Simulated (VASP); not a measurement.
# W (Im-3m) in VASP: a series of runs

The runs below take W through single point, relaxation of cell and atoms, with PBE.

Everything below comes from runs of VASP 6.6.1. Logs are shortened: lines on timing, memory, paths and dates and some standing lists are left out, and cuts for length are marked.

**1. The cell of the first run**

The structure is cubic, space group Im-3m (No. 229). The conventional cell has a = 3.184 Å, b = 3.184 Å, c = 3.184 Å, α = 90.00°, β = 90.00°, γ = 90.00°. W (site symmetry m-3m) has 14 W at 2.76 to 3.18 Å within 3.6 Å.

**2. Single point, PBE**

File INCAR:

```
SYSTEM = W
  PREC = Accurate
  ENCUT = 520
  EDIFF = 1E-6
  ISMEAR = 1
  SIGMA = 0.0779
  LREAL = .FALSE.
  LASPH = .TRUE.
  NELM = 100
  ALGO = Normal
  ISIF = 2
  LWAVE = .FALSE.
  LCHARG = .TRUE.
  GGA = PE
  LELF = .TRUE.
  LVHAR = .TRUE.
  NBANDS = 21
```

File KPOINTS:

```
Automatic mesh
0
G
  5 10 10
  0 0 0
```

File POSCAR:

```
W
1.0
   -3.1839902440      3.1839899647      3.1839899647
    1.5919951220     -1.5919954030      1.5919954030
    1.5919951220      1.5919954030     -1.5919954030
W
2
Direct
    0.0000000000      0.0000000000      0.0000000000
    0.5000000000      0.0000000000      0.0000000000
```

Potentials or basis: VASP PAW PBE potentials, release 64 (W_sv).

Command:

```
cat potpaw_PBE.64/W_sv/POTCAR > POTCAR
mpirun -np 1 vasp_std > vasp.out
```

OUTCAR:

```text
SYSTEM = W
   PREC = Accurate
   ENCUT = 520
   EDIFF = 1E-6
   ISMEAR = 1
   LREAL = .FALSE.
   LASPH = .TRUE.
   NELM = 100
   ISIF = 2
   GGA = PE

 ion  position               nearest neighbor table
   1  0.000  0.000  0.000-   2 2.76   2 2.76   2 2.76   2 2.76   2 3.18   2 3.18   2 3.18   2 3.18

   2  0.500  0.000  0.000-   1 2.76   1 2.76   1 2.76   1 2.76   1 3.18   1 3.18   1 3.18   1 3.18

  LATTYP: Found a base centered orthorhombic cell.
 ALAT       =     3.1839902440
 B/A-ratio  =     1.4142138120
 C/A-ratio  =     1.4142134383

  Lattice vectors:

 A1 = (   1.5919951220,  -1.5919954030,   1.5919954030)
 A2 = (   1.5919951220,   1.5919954030,  -1.5919954030)
 A3 = (   0.0000000000,   3.1839899647,   3.1839899647)

Analysis of symmetry for initial positions (statically):
=====================================================================
 Subroutine PRICEL returns following result:

  LATTYP: Found a body centered cubic cell.
 ALAT       =     3.1839906187

  Lattice vectors:

 A1 = (  -1.5919951220,   1.5919949823,   1.5919949823)
 A2 = (   1.5919951220,  -1.5919954030,   1.5919954030)
 A3 = (   1.5919951220,   1.5919954030,  -1.5919954030)

   2 primitive cells build up your supercell.

 Routine SETGRP: Setting up the symmetry group for a
 base centered orthorhombic supercell.

 Subroutine GETGRP returns: Found  8 space group operations
 (whereof  8 operations were pure point group operations)
 out of a pool of  8 trial point group operations.

The static configuration has the point symmetry D_2h.

Analysis of symmetry for dynamics (positions and initial velocities):
=====================================================================
 Subroutine PRICEL returns following result:

  LATTYP: Found a body centered cubic cell.
 ALAT       =     3.1839906187

  Lattice vectors:

 A1 = (  -1.5919951220,   1.5919949823,   1.5919949823)
 A2 = (   1.5919951220,  -1.5919954030,   1.5919954030)
 A3 = (   1.5919951220,   1.5919954030,  -1.5919954030)

   2 primitive cells build up your supercell.

 Routine SETGRP: Setting up the symmetry group for a
[... 88 lines left out ...]
   total plane-waves  NPLWV =  24192
   dimension x,y,z NGX =    42 NGY =   24 NGZ =   24
   dimension x,y,z NGXF=    84 NGYF=   48 NGZF=   48
   ions per type =               2
   NGX,Y,Z   is equivalent  to a cutoff of  12.66, 14.47, 14.47 a.u.
   NGXF,Y,Z  is equivalent  to a cutoff of  25.32, 28.94, 28.94 a.u.
 SYSTEM =  W
   PREC   = accura    normal or accurate (medium, high low for compatibility)
   ISTART =      0    job   : 0-new  1-cont  2-samecut
   ICHARG =      2    charge: 1-file 2-atom 10-const
   ISPIN  =      1    spin polarized calculation?
   LNONCOLLINEAR =      F non collinear calculations
   LSORBIT =      F    spin-orbit coupling
   LASPH  =      T    aspherical Exc in radial PAW
   ENCUT  =  520.0 eV  38.22 Ry    6.18 a.u.  10.25  5.13  5.13*2*pi/ulx,y,z
   NELM   =    100;   NELMIN=  2; NELMDL= -5     # of ELM steps
   EDIFF  = 0.1E-05   stopping-criterion for ELM
   LREAL  =      F    real-space projection
   EDIFFG = 0.1E-04   stopping-criterion for IOM
   NSW    =      0    number of steps for IOM
   IBRION =     -1    ionic relax: 0-MD 1-quasi-New 2-CG
   NFREE  =      0    steps in history (QN), initial steepest desc. (CG)
   ISIF   =      2    stress and relaxation
   ISYM   =      2    0-nonsym 1-usesym 2-fastsym
   POTIM  = 0.5000    time-step for ionic-motion
   TEBEG  =    0.0;   TEEND  =   0.0 temperature during run
   PSTRESS=    0.0 pullay stress
   NELECT =      28.0000    total number of electrons
   NUPDOWN=      -1.0000    fix difference up-down
   EMIN   =  10.00;   EMAX   =-10.00  energy-range for DOS
   EFERMI =   0.00;   METHOD = LEGACY
   ISMEAR =     1;   SIGMA  =   0.08  broadening in eV -4-tet -1-fermi 0-gaus
   EFERMI_NEDOS =   21; number of points for ismear=-14 and -15
   IALGO  =     38    algorithm
   IMIX   =      4    mixing-type and parameters
     AMIX     =   0.40;   BMIX     =  1.00
     AMIX_MAG =   1.60;   BMIX_MAG =  1.00
  volume/ion in A,a.u.               =      16.14       108.91
  Fermi-wavevector in a.u.,A,eV,Ry     =   1.561310  2.950448 33.166765  2.437688
  Thomas-Fermi vector in A             =   2.664394
   LORBIT       =      0    0 simple, 1 ext, 2 COOP (PROOUT), +10 PAW based schemes
   GGA     = PE    functional components
   LHFCALC =     F    Hartree Fock is set to
   AEXX    =    0.0000 exact exchange contribution
   IVDW    =     0    specifies the selected vdW correction
   LEPSILON=     F    determine dielectric tensor
   LRPA    =     F    only Hartree local field effects (RPA)
 non-spin polarized calculation
 Methfessel and Paxton  Order N= 1 SIGMA  =   0.08
  energy-cutoff  :      520.00
  volume of cell :       32.28
 maximum number of plane-waves:       902
 NGX is ok and might be reduce to    42
   NGX = 21   NGY = 11   NGZ = 11

 number of electron      28.0000001 magnetization

 Free energy of the ion-electron system (eV)
  ---------------------------------------------------
  ext. energy  EPLUGINS =         0.00000000
  ---------------------------------------------------
  free energy    TOTEN  =       -25.89637550 eV

  energy without entropy =      -25.89670750  energy(sigma->0) =      -25.89648616

 E-fermi :  11.3696     XC(G=0): -13.5414

 val. band max:       11.2427800961   @ k =   0.4000   0.5000   0.5000
 cond. band min:      11.3971982985   @ k =   0.2000   0.1000   0.0000
 fundamental gap:      0.1544182024
 Fermi energy:        11.3695946434

 k-point     1 :       0.0000    0.0000    0.0000
  band No.  band energies     occupation
      1     -63.0367      2.00000
      2     -62.9130      2.00000
      3     -27.8358      2.00000
      4     -27.0195      2.00000
      5     -26.6296      2.00000
      6     -26.6233      2.00000
[... 565 lines left out ...]
     20      19.5576      0.00000
     21      20.1568      0.00000

 [... further k-points ...]
[... 5 lines left out ...]
  --------------------------------------------------------------------------------------
  -------------------------------------------------------------------------------------
  Total        0.1092583      0.1092438      0.1092438     -0.0000000     -0.0000282      0.0000000
  in kB        5.4231293      5.4224097      5.4224097     -0.0000000     -0.0013977      0.0000000
  external PRESSURE =       5.4226495 kB  Pullay stress =       0.0000000 kB

 VOLUME and BASIS-vectors are now :
 -----------------------------------------------------------------------------
  energy-cutoff  :      520.00
  volume of cell :       32.28
      direct lattice vectors                 reciprocal lattice vectors
    -3.183990244  3.183989965  3.183989965     0.000000000  0.157035671  0.157035671
     1.591995122 -1.591995403  1.591995403     0.314071314  0.000000041  0.314071300
     1.591995122  1.591995403 -1.591995403     0.314071314  0.314071300  0.000000041

 POSITION                                       TOTAL-FORCE (eV/Angst)
 -----------------------------------------------------------------------------------
      0.00000      0.00000      0.00000        -0.000000     -0.000000      0.000000
     -1.59200      1.59199      1.59199         0.000000      0.000000     -0.000000
 -----------------------------------------------------------------------------------
    total drift:                               -0.000000     -0.000000      0.000000

  FREE ENERGIE OF THE ION-ELECTRON SYSTEM (eV)
  ---------------------------------------------------
  free  energy   TOTEN  =       -25.8963754973 eV

  energy  without entropy=      -25.8967074985  energy(sigma->0) =      -25.89648616
```

OSZICAR:

```text
N       E                     dE             d eps       ncg     rms          rms(c)
DAV:   1     0.269603853229E+03    0.26960E+03   -0.15828E+04  3906   0.155E+03
DAV:   2    -0.182314643252E+02   -0.28784E+03   -0.27962E+03  4271   0.457E+02
DAV:   3    -0.270920707788E+02   -0.88606E+01   -0.87163E+01  4446   0.791E+01
DAV:   4    -0.271695993488E+02   -0.77529E-01   -0.77502E-01  4246   0.807E+00
DAV:   5    -0.271704514963E+02   -0.85215E-03   -0.85215E-03  4396   0.847E-01    0.286E+01
DAV:   6    -0.261648541768E+02    0.10056E+01   -0.12223E+00  4301   0.108E+01    0.113E+01
DAV:   7    -0.259058333237E+02    0.25902E+00   -0.64502E-01  4445   0.722E+00    0.857E-01
DAV:   8    -0.258963498447E+02    0.94835E-02   -0.12087E-02  3986   0.107E+00    0.944E-02
DAV:   9    -0.258963917951E+02   -0.41950E-04   -0.24135E-04  4786   0.136E-01    0.695E-02
DAV:  10    -0.258963738227E+02    0.17972E-04   -0.26707E-05  4275   0.570E-02    0.286E-02
DAV:  11    -0.258963758972E+02   -0.20745E-05   -0.12260E-06  2960   0.858E-03    0.149E-03
DAV:  12    -0.258963754973E+02    0.39991E-06   -0.59713E-08  2133   0.251E-03
   1 F= -.25896375E+02 E0= -.25896486E+02  d E =0.332001E-03
```

stdout:

```text
POSCAR found type information on POSCAR W
 POSCAR found :  1 types and       2 ions
 scaLAPACK will be used
 LDA part: xc-table for (Slater+PW92), standard interpolation
 POSCAR, INCAR and KPOINTS ok, starting setup
 FFT: planning ... GRIDC
 FFT: planning ... GRID_SOFT
 FFT: planning ... GRID
 WAVECAR not read
 entering main loop
```

Wall time 43 s (1 thread of Intel Xeon Platinum 8259CL at 2.50GHz (Skylake/Cascade Lake), shared host); peak memory 0.19 GiB.

Results:

| Quantity | Value |
| --- | --- |
| Free energy | -25.8964 eV |
| Pressure | 0.5 GPa |
| Band gap on the k mesh | zero (band 14 reaches 13.62 eV, above the bottom of band 15 at 10.19 eV) |

Levels at points of the mesh, in eV from the Fermi level:
```tsv
k point	band 12	band 13	band 14	band 15	band 16	band 17
(0.00, 0.00, 0.00)	-1.39	-1.39	-1.39	0.43	1.91	2.03
(0.00, 0.50, 0.00)	-3.67	0.43	0.43	1.91	1.91	2.87
(0.00, 0.50, 0.50)	-3.67	0.43	1.91	2.87	4.84	4.84
```

Caveat: spin-orbit coupling is left out, which moves the levels of the heavy elements.

**3. Relaxation of cell and atoms, PBE**

This run uses another cell than the first one, of 16.35 Å³/atom, 1.013 times its volume.

File INCAR:

```
SYSTEM = W
  PREC = Accurate
  ENCUT = 600
  EDIFF = 1E-7
  ISMEAR = 1
  SIGMA = 0.0779
  LREAL = .FALSE.
  LASPH = .TRUE.
  NELM = 100
  ALGO = Normal
  ISIF = 3
  LWAVE = .FALSE.
  LCHARG = .FALSE.
  GGA = PE
  IBRION = 2
  NSW = 60
  EDIFFG = -0.03
```

File KPOINTS:

```
regular mesh
0
G
  5 10 10
  0 0 0
```

File POSCAR:

```
W
1.0
   -3.1976547800      3.1976547800      3.1976547800
    1.5988273900     -1.5988273900      1.5988273900
    1.5988273900      1.5988273900     -1.5988273900
W
2
Direct
    0.0000000000      0.0000000000      0.0000000000
    0.5000000000      0.0000000000      0.0000000000
```

Potentials or basis: VASP PAW PBE potentials, release 64 (W_sv).

Command:

```
cat potpaw_PBE.64/W_sv/POTCAR > POTCAR
mpirun -np 1 vasp_std > vasp.out
```

OUTCAR:

```text
SYSTEM = W
   PREC = Accurate
   ENCUT = 600
   EDIFF = 1E-7
   ISMEAR = 1
   LREAL = .FALSE.
   LASPH = .TRUE.
   NELM = 100
   ISIF = 3
   GGA = PE
   IBRION = 2
   NSW = 60
   EDIFFG = -0.03

 ion  position               nearest neighbor table
   1  0.000  0.000  0.000-   2 2.77   2 2.77   2 2.77   2 2.77   2 3.20   2 3.20   2 3.20   2 3.20

   2  0.500  0.000  0.000-   1 2.77   1 2.77   1 2.77   1 2.77   1 3.20   1 3.20   1 3.20   1 3.20

  LATTYP: Found a base centered orthorhombic cell.
 ALAT       =     3.1976547800
 B/A-ratio  =     1.4142135624
 C/A-ratio  =     1.4142135624

  Lattice vectors:

 A1 = (   1.5988273900,  -1.5988273900,   1.5988273900)
 A2 = (   1.5988273900,   1.5988273900,  -1.5988273900)
 A3 = (   0.0000000000,   3.1976547800,   3.1976547800)

Analysis of symmetry for initial positions (statically):
=====================================================================
 Subroutine PRICEL returns following result:

  LATTYP: Found a body centered cubic cell.
 ALAT       =     3.1976547800

  Lattice vectors:

 A1 = (  -1.5988273900,   1.5988273900,   1.5988273900)
 A2 = (   1.5988273900,  -1.5988273900,   1.5988273900)
 A3 = (   1.5988273900,   1.5988273900,  -1.5988273900)

   2 primitive cells build up your supercell.

 Routine SETGRP: Setting up the symmetry group for a
 base centered orthorhombic supercell.

 Subroutine GETGRP returns: Found  8 space group operations
[... 137 lines left out ...]
   NUPDOWN=      -1.0000    fix difference up-down
   EMIN   =  10.00;   EMAX   =-10.00  energy-range for DOS
   EFERMI =   0.00;   METHOD = LEGACY
   ISMEAR =     1;   SIGMA  =   0.08  broadening in eV -4-tet -1-fermi 0-gaus
   EFERMI_NEDOS =   21; number of points for ismear=-14 and -15
   IALGO  =     38    algorithm
   IMIX   =      4    mixing-type and parameters
     AMIX     =   0.40;   BMIX     =  1.00
     AMIX_MAG =   1.60;   BMIX_MAG =  1.00
  volume/ion in A,a.u.               =      16.35       110.32
  Fermi-wavevector in a.u.,A,eV,Ry     =   1.554638  2.937840 32.883910  2.416899
  Thomas-Fermi vector in A             =   2.658695
   LORBIT       =      0    0 simple, 1 ext, 2 COOP (PROOUT), +10 PAW based schemes
   GGA     = PE    functional components
   LHFCALC =     F    Hartree Fock is set to
   AEXX    =    0.0000 exact exchange contribution
   IVDW    =     0    specifies the selected vdW correction
   LEPSILON=     F    determine dielectric tensor
   LRPA    =     F    only Hartree local field effects (RPA)
 conjugate gradient relaxation of ions
 non-spin polarized calculation
 Methfessel and Paxton  Order N= 1 SIGMA  =   0.08
  energy-cutoff  :      600.00
  volume of cell :       32.70
 maximum number of plane-waves:      1111
 NGX is ok and might be reduce to    48
   NGX = 23   NGY = 11   NGZ = 11

--------------------------------------- Ionic step        1  -------------------------------------------

 number of electron      28.0000003 magnetization

 Free energy of the ion-electron system (eV)
  ---------------------------------------------------
  ext. energy  EPLUGINS =         0.00000000
  ---------------------------------------------------
  free energy    TOTEN  =       -25.89332550 eV

  energy without entropy =      -25.89380083  energy(sigma->0) =      -25.89348395

------------------------ aborting loop because EDIFF is reached ----------------------------------------

  FORCE on cell =-STRESS in cart. coord.  units (eV):
  Direction    XX          YY          ZZ          XY          YZ          ZX
  --------------------------------------------------------------------------------------
  -------------------------------------------------------------------------------------
  Total       -0.6708989     -0.6709080     -0.6709080      0.0000000      0.0000112      0.0000000
  in kB      -32.8755420    -32.8759893    -32.8759893      0.0000000      0.0005499      0.0000000
  external PRESSURE =     -32.8758402 kB  Pullay stress =       0.0000000 kB
[... 59 lines left out ...]
--------------------------------------- Ionic step        3  -------------------------------------------

 number of electron      28.0000004 magnetization

 Free energy of the ion-electron system (eV)
  ---------------------------------------------------
  ext. energy  EPLUGINS =         0.00000000
  ---------------------------------------------------
  free energy    TOTEN  =       -25.89701511 eV

  energy without entropy =      -25.89737361  energy(sigma->0) =      -25.89713461

 E-fermi :  11.3387     XC(G=0): -13.5293

 val. band max:       11.2130866302   @ k =   0.4000   0.5000   0.5000
 cond. band min:      11.3662934271   @ k =   0.0000  -0.2000   0.1000
 fundamental gap:      0.1532067969
 Fermi energy:        11.3386533173

 k-point     1 :       0.0000    0.0000    0.0000
  band No.  band energies     occupation
      1     -63.0696      2.00000
      2     -62.9470      2.00000
      3     -27.8630      2.00000
      4     -27.0527      2.00000
      5     -26.6652      2.00000
      6     -26.6591      2.00000
[... 481 lines left out ...]
      5     -27.0972      2.00000
      6     -26.8820      2.00000
[... 10 lines left out ...]
     17      13.8276      0.00000
     18      14.1402      0.00000

 [... further k-points ...]
[... 5 lines left out ...]
  --------------------------------------------------------------------------------------
  -------------------------------------------------------------------------------------
  Total       -0.0111450     -0.0113111     -0.0113111      0.0000000      0.0001600     -0.0000000
  in kB       -0.5520284     -0.5602547     -0.5602547      0.0000000      0.0079252     -0.0000000
  external PRESSURE =      -0.5575126 kB  Pullay stress =       0.0000000 kB
[... 17 lines left out ...]
  FREE ENERGIE OF THE ION-ELECTRON SYSTEM (eV)
  ---------------------------------------------------
  free  energy   TOTEN  =       -25.8970151062 eV

  energy  without entropy=      -25.8973736145  energy(sigma->0) =      -25.89713461

 reached required accuracy - stopping structural energy minimisation
```

It took 91 s on 1 thread of Intel Xeon Platinum 8259CL at 2.50GHz (Skylake/Cascade Lake), shared host; peak memory 0.21 GiB.

Results:

* Free energy: -25.8970 eV
* Relaxed volume: 16.17 Å³/atom
* Relaxed cell: a = 5.519 Å, b = 2.759 Å, c = 2.759 Å, α = 109.47°, β = 109.47°, γ = 109.47°
* Space group after relaxing (to 0.05 Å): Im-3m (No. 229)
* Energy gained by relaxing: 1.8 meV/atom
* Ionic steps: 3
* Pressure after relaxing: -0.1 GPa
* Band gap on the k mesh: zero (band 14 reaches 13.58 eV, above the bottom of band 15 at 10.16 eV)

The path:
| step | energy change (eV) | largest force (eV/Å) | pressure (GPa) | volume (Å³) |
| --- | --- | --- | --- | --- |
| 1 | 0.0000 | 0.0000 | -3.29 | 32.70 |
| 2 | 0.0427 | 0.0000 | 12.73 | 31.13 |
| 3 | -0.0037 | 0.0000 | -0.06 | 32.35 |

Final structure:
```cif
data_structure
_symmetry_space_group_name_H-M 'P 1'
_symmetry_Int_Tables_number 1
_cell_length_a 5.5187
_cell_length_b 2.7594
_cell_length_c 2.7594
_cell_angle_alpha 109.471
_cell_angle_beta 109.471
_cell_angle_gamma 109.471
_cell_volume 32.35
loop_
_atom_site_label
_atom_site_type_symbol
_atom_site_fract_x
_atom_site_fract_y
_atom_site_fract_z
_atom_site_occupancy
W1 W 0.00000 0.00000 0.00000 1
W2 W 0.50000 0.00000 0.00000 1
```

Levels at points of the mesh, in eV from the Fermi level:
| k point | band 11 | band 12 | band 13 | band 14 | band 15 | band 16 | band 17 | band 18 |
| --- | --- | --- | --- | --- | --- | --- | --- | --- |
| (0.00, 0.00, 0.00) | -3.66 | -1.39 | -1.39 | -1.39 | 0.43 | 1.90 | 2.02 | 2.02 |
| (0.00, 0.50, 0.00) | -3.66 | -3.66 | 0.43 | 0.43 | 1.90 | 1.90 | 2.86 | 2.86 |
| (0.00, 0.50, 0.50) | -5.86 | -3.66 | 0.43 | 1.90 | 2.86 | 4.83 | 4.83 | 4.83 |

Caveat: spin-orbit coupling is left out, which moves the levels of the heavy elements.

[end of part 1 of 2]
